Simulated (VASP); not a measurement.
# AlN (F-43m) in VASP: further runs, part 2 of 2

VASP 6.6.1. Earlier steps stand in the parts before.

## (3) Single point, BHLYP

This run uses another cell than the first one, of 10.63 Å³/atom.

Input file POSCAR:

```
AlN
1.0
    0.0000000000      2.1984575146      2.1984575146
    2.1984575146      0.0000000000      2.1984575146
    2.1984575146      2.1984575146      0.0000000000
Al N
1 1
Direct
    0.0000000000      0.0000000000      0.0000000000
    0.2500000000      0.2500000000      0.2500000000
```

Input file INCAR.step1:

```
SYSTEM = AlN
PREC = Accurate
ENCUT = 520
EDIFF = 1E-5
ISMEAR = -1
SIGMA = 0.05
LREAL = .False.
LASPH = .True.
NELM = 60
ALGO = Normal
ISIF = 2
LWAVE = .True.
NBANDS = 11
GGA = PE
```

Input file INCAR.step2:

```
SYSTEM = AlN
PREC = Accurate
ENCUT = 520
EDIFF = 1E-6
ISMEAR = -1
SIGMA = 0.05
LREAL = .False.
LASPH = .True.
NELM = 60
ALGO = Normal
ISIF = 2
LWAVE = .False.
LCHARG = .True.
GGA = B5
LHFCALC = .True.
AEXX = 0.5
ALDAX = 0.5
AGGAX = 0.5
AGGAC = 1.0
ALDAC = 0.0
PRECFOCK = Normal
LELF = .True.
LVHAR = .True.
NBANDS = 11
ISTART = 1
```

Input file KPOINTS:

```
regular mesh
0
Gamma
  5 5 5
  0 0 0
```

Potentials or basis: VASP PAW PBE potentials, release 64 (Al, N).

Run with:

```console
> cat potpaw_PBE.64/Al/POTCAR potpaw_PBE.64/N/POTCAR > POTCAR
> cp INCAR.step1 INCAR
> mpirun -np 1 vasp_std > vasp.out
> cp INCAR.step2 INCAR
> mpirun -np 1 vasp_std > vasp.out
```

OUTCAR:

```text
SYSTEM = AlN
   PREC = Accurate
   ENCUT = 520
   EDIFF = 1E-6
   ISMEAR = -1
   LREAL = .False.
   LASPH = .True.
   NELM = 60
   ISIF = 2
   GGA = B5
   LHFCALC = .True.
   AEXX = 0.5
   PRECFOCK = Normal
   ISTART = 1

 ion  position               nearest neighbor table
   1  0.000  0.000  0.000-   2 1.90   2 1.90   2 1.90   2 1.90
   2  0.250  0.250  0.250-   1 1.90   1 1.90   1 1.90   1 1.90

  LATTYP: Found a face centered cubic cell.
 ALAT       =     4.3969150292

  Lattice vectors:

 A1 = (   0.0000000000,   2.1984575146,   2.1984575146)
 A2 = (   2.1984575146,   0.0000000000,   2.1984575146)
 A3 = (   2.1984575146,   2.1984575146,   0.0000000000)

Analysis of symmetry for initial positions (statically):
=====================================================================
 Subroutine PRICEL returns:
 Original cell was already a primitive cell.

 Routine SETGRP: Setting up the symmetry group for a
 face centered cubic supercell.

 Subroutine GETGRP returns: Found 24 space group operations
 (whereof 24 operations were pure point group operations)
 out of a pool of 48 trial point group operations.

[... 164 lines left out ...]
      2       3.4774      2.00000
      3       3.4774      2.00000
      4       3.4774      2.00000
      5      12.0879      0.00000
      6      20.8960      0.00000
      7      20.8960      0.00000
      8      20.8960      0.00000
      9      26.5831      0.00000
     10      26.5831      0.00000
     11      28.0268      0.00000
[... 113 lines left out ...]
 k-point    10 :      -0.4000    0.4000    0.2000
  band No.  band energies     occupation
      1     -11.5274      2.00000
      2      -1.4903      2.00000
      3       0.1240      2.00000
      4       1.3864      2.00000
      5      14.2810      0.00000
      6      19.1906      0.00000
      7      19.6947      0.00000
      8      22.2647      0.00000
      9      25.5454      0.00000
     10      28.2226      0.00000
     11      34.0028      0.00000

------------------------ aborting loop because EDIFF is reached ----------------------------------------

  FORCE on cell =-STRESS in cart. coord.  units (eV):
  Direction    XX          YY          ZZ          XY          YZ          ZX
  --------------------------------------------------------------------------------------
  -------------------------------------------------------------------------------------
  Total       -0.8735510     -0.8735510     -0.8735510      0.0000000      0.0000000      0.0000000
  in kB      -65.8589217    -65.8589217    -65.8589217      0.0000000      0.0000000      0.0000000
  external PRESSURE =     -65.8589217 kB  Pullay stress =       0.0000000 kB

 VOLUME and BASIS-vectors are now :
 -----------------------------------------------------------------------------
  energy-cutoff  :      520.00
  volume of cell :       21.25
      direct lattice vectors                 reciprocal lattice vectors
     0.000000000  2.198457515  2.198457515    -0.227432187  0.227432187  0.227432187
     2.198457515  0.000000000  2.198457515     0.227432187 -0.227432187  0.227432187
     2.198457515  2.198457515  0.000000000     0.227432187  0.227432187 -0.227432187

 POSITION                                       TOTAL-FORCE (eV/Angst)
 -----------------------------------------------------------------------------------
      0.00000      0.00000      0.00000         0.000000      0.000000      0.000000
      1.09923      1.09923      1.09923        -0.000000     -0.000000     -0.000000
 -----------------------------------------------------------------------------------
    total drift:                                0.000000     -0.000000     -0.000000

  FREE ENERGIE OF THE ION-ELECTRON SYSTEM (eV)
  ---------------------------------------------------
  free  energy   TOTEN  =       -21.0323538157 eV

  energy  without entropy=      -21.0323538157  energy(sigma->0) =      -21.03235382
```

Run time: 2.7 min. Hardware: 1 thread of Intel Xeon Platinum 8375C at 2.90GHz (Ice Lake), shared host; peak memory 0.14 GiB.

Results:

| Item | Value |
| --- | --- |
| Free energy | -21.0324 eV |
| Pressure | -6.6 GPa |
| Band gap on the k mesh | 8.38 eV (least direct gap 8.61 eV) |

Levels at points of the mesh, in eV from the valence-band top:
| k point | band 1 | band 2 | band 3 | band 4 | band 5 | band 6 | band 7 | band 8 | band 9 |
| --- | --- | --- | --- | --- | --- | --- | --- | --- | --- |
| (0.00, 0.00, 0.00) | -17.77 | 0.00 | 0.00 | 0.00 | 8.61 | 17.42 | 17.42 | 17.42 | 23.11 |

Caveat: the k points lie up to 0.50 Å⁻¹ apart; the PAW data sets were made with another functional, which shifts forces and pressure a little; an odd mesh through Γ misses points on the zone boundary, where band edges can lie.

## (4) Single point, BHLYP

This run uses another cell than the first one, of 10.83 Å³/atom.

Input file POSCAR:

```
AlN
1.0
    0.0000000000      2.2127336128      2.2127336128
    2.2127336128      0.0000000000      2.2127336128
    2.2127336128      2.2127336128      0.0000000000
Al N
1 1
Direct
    0.0000000000      0.0000000000      0.0000000000
    0.2500000000      0.2500000000      0.2500000000
```

Input file INCAR.step1:

```
PREC     = Accurate       # precision mode
ENCUT    = 520            # plane-wave cutoff, eV
EDIFF    = 1E-5           # SCF threshold, eV
ISMEAR   = -1             # smearing method
SIGMA    = 0.05           # smearing width, eV
LREAL    = F              # projectors in reciprocal space
LASPH    = T              # aspherical terms in the spheres
NELM     = 80             # most SCF steps
ALGO     = Normal         # electronic algorithm
ISIF     = 2              # what is computed and relaxed
LWAVE    = T              # write WAVECAR
NBANDS   = 11             # bands
GGA      = PE             # functional
```

Input file INCAR.step2:

```
PREC     = Accurate       # precision mode
ENCUT    = 520            # plane-wave cutoff, eV
EDIFF    = 1E-7           # SCF threshold, eV
ISMEAR   = -1             # smearing method
SIGMA    = 0.05           # smearing width, eV
LREAL    = F              # projectors in reciprocal space
LASPH    = T              # aspherical terms in the spheres
NELM     = 80             # most SCF steps
ALGO     = Normal         # electronic algorithm
ISIF     = 2              # what is computed and relaxed
LWAVE    = F              # write WAVECAR
LCHARG   = T              # write CHGCAR
GGA      = B5             # functional
LHFCALC  = T              # exact exchange
AEXX     = 0.5            # exact-exchange fraction
ALDAX    = 0.5          
AGGAX    = 0.5          
AGGAC    = 1.0          
ALDAC    = 0.0          
PRECFOCK = Normal       
LELF     = T              # ELF
LVHAR    = T            
NBANDS   = 11             # bands
ISTART   = 1
```

Input file KPOINTS:

```
Automatic mesh
0
Gamma
  5 5 5
```

Run with:

```console
> cat potpaw_PBE.64/Al/POTCAR potpaw_PBE.64/N/POTCAR > POTCAR
> cp INCAR.step1 INCAR
> mpirun -np 1 vasp_std > vasp.out
> cp INCAR.step2 INCAR
> mpirun -np 1 vasp_std > vasp.out
```

Run time: 3.3 min. Hardware: 1 thread of Intel Xeon Platinum 8375C at 2.90GHz (Ice Lake), shared host; peak memory 0.14 GiB.

The run converged. Its results:

```yaml
Free_energy: -21.0106 eV
Pressure: -10.3 GPa
Band_gap_on_the_k_mesh: 8.33 eV (least direct gap 8.40 eV)
```

Levels at points of the mesh, in eV from the valence-band top:
```tsv
k point	band 1	band 2	band 3	band 4	band 5	band 6	band 7	band 8
(0.00, 0.00, 0.00)	-17.65	0.00	0.00	0.00	8.40	17.20	17.20	17.20
```

Caveat: the k points lie up to 0.49 Å⁻¹ apart; the PAW data sets were made with another functional, which shifts forces and pressure a little; an odd mesh through Γ misses points on the zone boundary, where band edges can lie.

## (5) Single point, BHLYP

This run uses another cell than the first one, of 11.04 Å³/atom.

Input file POSCAR:

```
AlN
1.0
    0.0000000000      2.2268278375      2.2268278375
    2.2268278375      0.0000000000      2.2268278375
    2.2268278375      2.2268278375      0.0000000000
Al N
1 1
Direct
    0.0000000000      0.0000000000      0.0000000000
    0.2500000000      0.2500000000      0.2500000000
```

Input file INCAR.step1:

```
SYSTEM = AlN
PREC = Accurate
ENCUT = 520
EDIFF = 1E-5
ISMEAR = -1
SIGMA = 0.05
LREAL = .False.
LASPH = .True.
NELM = 80
ALGO = Normal
ISIF = 2
LWAVE = .True.
NBANDS = 11
GGA = PE
```

Input file INCAR.step2:

```
SYSTEM = AlN
PREC = Accurate
ENCUT = 520
EDIFF = 1E-6
ISMEAR = -1
SIGMA = 0.05
LREAL = .False.
LASPH = .True.
NELM = 80
ALGO = Normal
ISIF = 2
LWAVE = .False.
LCHARG = .True.
GGA = B5
LHFCALC = .True.
AEXX = 0.5
ALDAX = 0.5
AGGAX = 0.5
AGGAC = 1.0
ALDAC = 0.0
PRECFOCK = Normal
LELF = .True.
LVHAR = .True.
NBANDS = 11
ISTART = 1
```

Input file KPOINTS:

```
regular mesh
0
Gamma
  5 5 5
  0 0 0
```

Potentials or basis: VASP PAW PBE potentials, release 64 (Al, N).

Run with:

```console
> cat potpaw_PBE.64/Al/POTCAR potpaw_PBE.64/N/POTCAR > POTCAR
> cp INCAR.step1 INCAR
> mpirun -np 1 vasp_std > vasp.out
> cp INCAR.step2 INCAR
> mpirun -np 1 vasp_std > vasp.out
```

OUTCAR:

```text
SYSTEM = AlN
   PREC = Accurate
   ENCUT = 520
   EDIFF = 1E-6
   ISMEAR = -1
   LREAL = .False.
   LASPH = .True.
   NELM = 80
   ISIF = 2
   GGA = B5
   LHFCALC = .True.
   AEXX = 0.5
   PRECFOCK = Normal
   ISTART = 1

 ion  position               nearest neighbor table
   1  0.000  0.000  0.000-   2 1.93   2 1.93   2 1.93   2 1.93
   2  0.250  0.250  0.250-   1 1.93   1 1.93   1 1.93   1 1.93

  LATTYP: Found a face centered cubic cell.
 ALAT       =     4.4536556750

[... 318 lines left out ...]

------------------------ aborting loop because EDIFF is reached ----------------------------------------

  FORCE on cell =-STRESS in cart. coord.  units (eV):
  Direction    XX          YY          ZZ          XY          YZ          ZX
  --------------------------------------------------------------------------------------
  -------------------------------------------------------------------------------------
  Total       -1.8892868     -1.8892868     -1.8892868      0.0000000      0.0000000      0.0000000
  in kB     -137.0624660   -137.0624660   -137.0624660      0.0000000      0.0000000      0.0000000
  external PRESSURE =    -137.0624660 kB  Pullay stress =       0.0000000 kB

 VOLUME and BASIS-vectors are now :
 -----------------------------------------------------------------------------
  energy-cutoff  :      520.00
  volume of cell :       22.08
      direct lattice vectors                 reciprocal lattice vectors
     0.000000000  2.226827838  2.226827838    -0.224534646  0.224534646  0.224534646
     2.226827838  0.000000000  2.226827838     0.224534646 -0.224534646  0.224534646
     2.226827838  2.226827838  0.000000000     0.224534646  0.224534646 -0.224534646

 POSITION                                       TOTAL-FORCE (eV/Angst)
 -----------------------------------------------------------------------------------
      0.00000      0.00000      0.00000         0.000000      0.000000      0.000000
      1.11341      1.11341      1.11341        -0.000000     -0.000000     -0.000000
 -----------------------------------------------------------------------------------
    total drift:                               -0.000000     -0.000000      0.000000

  FREE ENERGIE OF THE ION-ELECTRON SYSTEM (eV)
  ---------------------------------------------------
  free  energy   TOTEN  =       -20.9795657295 eV

  energy  without entropy=      -20.9795657295  energy(sigma->0) =      -20.97956573
```

Run time: 2.3 min. Hardware: 1 thread of Intel Xeon Platinum 8375C at 2.90GHz (Ice Lake), shared host; peak memory 0.13 GiB.

What came out:

```yaml
Free_energy: -20.9796 eV
Pressure: -13.7 GPa
Band_gap_on_the_k_mesh: 8.19 eV
```

Caveat: the k points lie up to 0.49 Å⁻¹ apart; the PAW data sets were made with another functional, which shifts forces and pressure a little; an odd mesh through Γ misses points on the zone boundary, where band edges can lie.

## (6) Summary

```tsv
cell	gap on the mesh (eV)	pressure (GPa)
a = 3.089 Å, angles 60.0°, 2 atoms	8.43	-2.5
a = 3.109 Å, angles 60.0°, 2 atoms	8.38	-6.6
a = 3.129 Å, angles 60.0°, 2 atoms	8.33	-10.3
a = 3.149 Å, angles 60.0°, 2 atoms	8.19	-13.7
```

Alike in all rows: task single point; level BHLYP; potentials or basis VASP PAW PBE potentials, release 64 (Al, N); no spin polarisation; k mesh 5 × 5 × 5; cutoff (eV) 520; smearing fermi-dirac 0.05 eV.

Caveats: all runs use coarse meshes; the PAW data sets were made with another functional, which shifts forces and pressure a little; an odd mesh through Γ misses points on the zone boundary, where band edges can lie.

Total energies depend on the potentials used, so only differences within one code and one set of settings carry meaning.
